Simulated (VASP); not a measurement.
# Ag (P4/nmm) in VASP: single point with PBE+D3(BJ)

Aim: the single point of Ag with PBE+D3(BJ).

All numbers are computed with VASP 6.6.1; they aren't measurements. Logs are shortened: lines on timing, memory, paths and dates and some standing lists are left out, and cuts for length are marked.

### 1 The cell of the first run

Symmetry: P4/nmm, No. 129, tetragonal system. Conventional cell: a = 2.889 Å, b = 2.889 Å, c = 4.086 Å, α = 90.00°, β = 90.00°, γ = 90.00°. Ag (site symmetry 4mm) has 12 Ag at 2.79 to 3.00 Å within 3.7 Å.

### 2 Single point, PBE+D3(BJ)

INCAR

```
SYSTEM = Ag
  ALGO = Normal
  EDIFF = 1E-6
  ENCUT = 500
  GGA = PE
  GGA_COMPAT = .False.
  ISIF = 2
  ISMEAR = 0
  IVDW = 12
  LASPH = .True.
  LCHARG = .True.
  LELF = .True.
  LREAL = .False.
  LVHAR = .True.
  LWAVE = .False.
  NBANDS = 18
  NELM = 120
  PREC = Accurate
  SIGMA = 0.15
```

KPOINTS

```
k-points
0
Gamma
  24 24 18
  0 0 0
```

POSCAR

```
Ag
1.0
    0.0000000000     -2.0431000000     -2.0431000000
    0.0000000000      2.0431000000     -2.0431000000
    4.0862000000      0.0000000000      0.0000000000
Ag
2
Direct
    0.5000000000      0.5000000000      0.5183544614
    0.0000000000      0.0000000000     -0.0183544614
```

Potentials or basis: VASP PAW PBE potentials, release 64 (Ag).

On the command line:

```sh
$ cat potpaw_PBE.64/Ag/POTCAR > POTCAR
$ mpirun -np 1 vasp_std > vasp.out
```

OUTCAR:

```text
SYSTEM = Ag
   EDIFF = 1E-6
   ENCUT = 500
   GGA = PE
   ISIF = 2
   ISMEAR = 0
   IVDW = 12
   LASPH = .True.
   LREAL = .False.
   NELM = 120
   PREC = Accurate
 IVDW          = 12

 ion  position               nearest neighbor table
   1  0.500  0.500  0.518-   2 2.79   2 2.79   2 2.79   2 2.79   2 3.00   2 3.00   2 3.00   2 3.00

   2  0.000  0.000  0.982-   1 2.79   1 2.79   1 2.79   1 2.79   1 3.00   1 3.00   1 3.00   1 3.00

  LATTYP: Found a simple tetragonal cell.
 ALAT       =     2.8893797293
 C/A-ratio  =     1.4142135624

  Lattice vectors:

 A1 = (   0.0000000000,  -2.0431000000,  -2.0431000000)
 A2 = (   0.0000000000,   2.0431000000,  -2.0431000000)
 A3 = (   4.0862000000,   0.0000000000,   0.0000000000)

Analysis of symmetry for initial positions (statically):
=====================================================================
 Subroutine PRICEL returns:
 Original cell was already a primitive cell.

 Routine SETGRP: Setting up the symmetry group for a
 simple tetragonal supercell.

 Subroutine GETGRP returns: Found 16 space group operations
 (whereof  8 operations were pure point group operations)
 out of a pool of 16 trial point group operations.

The static configuration has the point symmetry C_4v.
 The point group associated with its full space group is D_4h.

Analysis of symmetry for dynamics (positions and initial velocities):
=====================================================================
 Subroutine PRICEL returns:
 Original cell was already a primitive cell.

 Routine SETGRP: Setting up the symmetry group for a
 simple tetragonal supercell.

 Subroutine GETGRP returns: Found 16 space group operations
 (whereof  8 operations were pure point group operations)
 out of a pool of 16 trial point group operations.

The dynamic configuration has the point symmetry C_4v.
 The point group associated with its full space group is D_4h.

 Subroutine INISYM returns: Found 16 space group operations
 (whereof  8 operations are pure point group operations),
 and found     1 'primitive' translations

----------------------------------------------------------------------------------------

                                     Primitive cell

  volume of cell :      34.1137

  direct lattice vectors                    reciprocal lattice vectors
     0.000000000 -2.043100000 -2.043100000     0.000000000 -0.244726151 -0.244726151
     0.000000000  2.043100000 -2.043100000     0.000000000  0.244726151 -0.244726151
     4.086200000  0.000000000  0.000000000     0.244726151  0.000000000  0.000000000

  length of vectors
     2.889379729  2.889379729  4.086200000     0.346095042  0.346095042  0.244726151

  position of ions in fractional coordinates (direct lattice)
     0.500000000  0.500000000  0.518354461
     0.000000000  0.000000000  0.981645539

  ion indices of the primitive-cell ions
   primitive index   ion index
                 1           1
                 2           2

----------------------------------------------------------------------------------------

 KPOINTS: k-points

Automatic generation of k-mesh.
 Grid dimensions read from file:
 generate k-points for:   24   24   18

 Generating k-lattice:

  Cartesian coordinates                     Fractional coordinates (reciprocal lattice)
     0.000000000 -0.010196923 -0.010196923     0.041666667  0.000000000  0.000000000
     0.000000000  0.010196923 -0.010196923     0.000000000  0.041666667  0.000000000
     0.013595897  0.000000000  0.000000000     0.000000000  0.000000000  0.055555556

  Length of vectors
     0.014420627  0.014420627  0.013595897

  Shift w.r.t. Gamma in fractional coordinates (k-lattice)
     0.000000000  0.000000000  0.000000000

 Subroutine IBZKPT returns following result:
 ===========================================

 Found    910 irreducible k-points:

 Following reciprocal coordinates:
            Coordinates               Weight
  0.000000  0.000000  0.000000      1.000000
  0.041667  0.000000  0.000000      4.000000
  0.083333  0.000000  0.000000      4.000000
  0.125000  0.000000  0.000000      4.000000
  0.166667  0.000000  0.000000      4.000000
  0.208333  0.000000  0.000000      4.000000
[... 16 lines left out ...]
  0.416667  0.041667  0.000000      8.000000
  0.458333  0.041667  0.000000      8.000000
 [... further k-points ...]
   k-points           NKPTS =    910   k-points in BZ     NKDIM =    910   number of bands    NBANDS=     18
   number of dos      NEDOS =    301   number of ions     NIONS =      2
   total plane-waves  NPLWV =  17280
   dimension x,y,z NGX =    24 NGY =   24 NGZ =   30
   dimension x,y,z NGXF=    48 NGYF=   48 NGZF=   60
   ions per type =               2
   NGX,Y,Z   is equivalent  to a cutoff of  13.81, 13.81, 12.21 a.u.
   NGXF,Y,Z  is equivalent  to a cutoff of  27.62, 27.62, 24.41 a.u.
 SYSTEM =  Ag
   PREC   = accura    normal or accurate (medium, high low for compatibility)
   ISTART =      0    job   : 0-new  1-cont  2-samecut
   ICHARG =      2    charge: 1-file 2-atom 10-const
   ISPIN  =      1    spin polarized calculation?
   LNONCOLLINEAR =      F non collinear calculations
   LSORBIT =      F    spin-orbit coupling
   LASPH  =      T    aspherical Exc in radial PAW
   ENCUT  =  500.0 eV  36.75 Ry    6.06 a.u.   5.27  5.27  7.45*2*pi/ulx,y,z
   NELM   =    120;   NELMIN=  2; NELMDL= -5     # of ELM steps
   EDIFF  = 0.1E-05   stopping-criterion for ELM
   LREAL  =      F    real-space projection
   EDIFFG = 0.1E-04   stopping-criterion for IOM
   NSW    =      0    number of steps for IOM
   IBRION =     -1    ionic relax: 0-MD 1-quasi-New 2-CG
   NFREE  =      0    steps in history (QN), initial steepest desc. (CG)
   ISIF   =      2    stress and relaxation
   ISYM   =      2    0-nonsym 1-usesym 2-fastsym
   POTIM  = 0.5000    time-step for ionic-motion
   TEBEG  =    0.0;   TEEND  =   0.0 temperature during run
   PSTRESS=    0.0 pullay stress
   NELECT =      22.0000    total number of electrons
   NUPDOWN=      -1.0000    fix difference up-down
   EMIN   =  10.00;   EMAX   =-10.00  energy-range for DOS
   EFERMI =   0.00;   METHOD = LEGACY
   ISMEAR =     0;   SIGMA  =   0.15  broadening in eV -4-tet -1-fermi 0-gaus
   EFERMI_NEDOS =   21; number of points for ismear=-14 and -15
   IALGO  =     38    algorithm
   IMIX   =      4    mixing-type and parameters
     AMIX     =   0.40;   BMIX     =  1.00
     AMIX_MAG =   1.60;   BMIX_MAG =  1.00
  volume/ion in A,a.u.               =      17.06       115.11
  Fermi-wavevector in a.u.,A,eV,Ry     =   1.414402  2.672832 27.218893  2.000532
  Thomas-Fermi vector in A             =   2.535948
   LORBIT       =      0    0 simple, 1 ext, 2 COOP (PROOUT), +10 PAW based schemes
   GGA     = PE    functional components
   LHFCALC =     F    Hartree Fock is set to
   AEXX    =    0.0000 exact exchange contribution
   IVDW    =    12    specifies the selected vdW correction
   LEPSILON=     F    determine dielectric tensor
   LRPA    =     F    only Hartree local field effects (RPA)
 non-spin polarized calculation
 Gauss-broadening in eV      SIGMA  =   0.15
  energy-cutoff  :      500.00
  volume of cell :       34.11
 maximum number of plane-waves:       888
 NGX is ok and might be reduce to    24
   NGX = 11   NGY = 11   NGZ = 15

 number of electron      21.9999993 magnetization

 Free energy of the ion-electron system (eV)
  ---------------------------------------------------
  ext. energy  EPLUGINS =         0.00000000
  ---------------------------------------------------
  free energy    TOTEN  =        -5.35021575 eV

  energy without entropy =       -5.34487962  energy(sigma->0) =       -5.34754769

 E-fermi :   8.4796     XC(G=0): -12.1988

 val. band max:        8.4673032488   @ k =   0.2500   0.2500   0.4444
 cond. band min:       8.4815442247   @ k =   0.2917   0.2083   0.4444
 fundamental gap:      0.0142409758
 Fermi energy:         8.4795526839

 k-point     1 :       0.0000    0.0000    0.0000
  band No.  band energies     occupation
      1       0.6549      2.00000
      2       1.9565      2.00000
      3       2.0740      2.00000
      4       3.5944      2.00000
      5       3.5944      2.00000
      6       3.6432      2.00000
[... 10 lines left out ...]
     17      25.6538      0.00000
     18      25.6872      0.00000

 k-point     2 :       0.0417    0.0000    0.0000
  band No.  band energies     occupation
      1       0.6914      2.00000
      2       1.9755      2.00000
      3       2.0916      2.00000
      4       3.5850      2.00000
      5       3.6027      2.00000
      6       3.6558      2.00000
[... 10 lines left out ...]
     17      25.6576      0.00000
     18      25.9929      0.00000

 k-point     3 :       0.0833    0.0000    0.0000
  band No.  band energies     occupation
      1       0.7996      2.00000
      2       2.0257      2.00000
      3       2.1494      2.00000
      4       3.5579      2.00000
      5       3.6272      2.00000
      6       3.6920      2.00000
[... 10 lines left out ...]
     17      25.6089      0.00000
     18      26.8367      0.00000

 k-point     4 :       0.1250    0.0000    0.0000
  band No.  band energies     occupation
      1       0.9757      2.00000
      2       2.0929      2.00000
      3       2.2564      2.00000
      4       3.5162      2.00000
      5       3.6672      2.00000
      6       3.7461      2.00000
[... 375 lines left out ...]
      4       3.4003      2.00000
      5       3.5466      2.00000
      6       3.8904      2.00000
[... 10 lines left out ...]
     17      22.8119      0.00000
     18      25.8569      0.00000

 k-point    23 :       0.4167    0.0417    0.0000
  band No.  band energies     occupation
      1       2.7641      2.00000
      2       2.8785      2.00000
      3       3.3043      2.00000
      4       3.4754      2.00000
      5       3.4966      2.00000
      6       3.7725      2.00000
[... 10 lines left out ...]
     17      23.4990      0.00000
     18      25.8541      0.00000

 k-point    24 :       0.4583    0.0417    0.0000
  band No.  band energies     occupation
      1       2.8340      2.00000
      2       2.9204      2.00000
      3       3.3761      2.00000
      4       3.4582      2.00000
      5       3.5531      2.00000
      6       3.6661      2.00000
[... 10 lines left out ...]
     17      24.1425      0.00000
     18      25.2851      0.00000

 [... further k-points ...]

------------------------ aborting loop because EDIFF is reached ----------------------------------------

 Edisp (eV)   -1.17722

 E8    (eV) :    -0.5145

  FORCE on cell =-STRESS in cart. coord.  units (eV):
  Direction    XX          YY          ZZ          XY          YZ          ZX
  --------------------------------------------------------------------------------------
  -------------------------------------------------------------------------------------
  Total       0.03445     0.05761     0.05761     0.00000     0.00000     0.00000
  in kB       1.61781     2.70564     2.70564     0.00000     0.00000     0.00000
  external pressure =        2.34 kB  Pullay stress =        0.00 kB

 VOLUME and BASIS-vectors are now :
 -----------------------------------------------------------------------------
  energy-cutoff  :      500.00
  volume of cell :       34.11
      direct lattice vectors                 reciprocal lattice vectors
     0.000000000 -2.043100000 -2.043100000     0.000000000 -0.244726151 -0.244726151
     0.000000000  2.043100000 -2.043100000     0.000000000  0.244726151 -0.244726151
     4.086200000  0.000000000  0.000000000     0.244726151  0.000000000  0.000000000

 POSITION                                       TOTAL-FORCE (eV/Angst)
 -----------------------------------------------------------------------------------
      2.11810      0.00000     -2.04310        -0.922364      0.000000      0.000000
      4.01120      0.00000      0.00000         0.922364     -0.000000     -0.000000
 -----------------------------------------------------------------------------------
    total drift:                                0.000000     -0.000000      0.000000

  FREE ENERGIE OF THE ION-ELECTRON SYSTEM (eV)
  ---------------------------------------------------
  free  energy   TOTEN  =        -6.5274394614 eV

  energy  without entropy=       -6.5221033317  energy(sigma->0) =       -6.52477140
```

Run time: 3.4 min. Hardware: 1 thread of Intel Xeon Platinum 8375C at 2.90GHz (Ice Lake), shared host; peak memory 0.51 GiB.

Results:

- Free energy: -6.5274 eV
- Pressure: 0.2 GPa
- Largest force: 0.922 eV/Å
- Band gap on the k mesh: zero (bands 11 and 12 overlap by 8.78 eV)
- Dispersion energy per atom: -0.589 eV

Forces in eV/Å, atoms in the order of the input:
```
Ag  -0.922  0.000  0.000
Ag   0.922  0.000  0.000
```

Caveat: three body term missing.
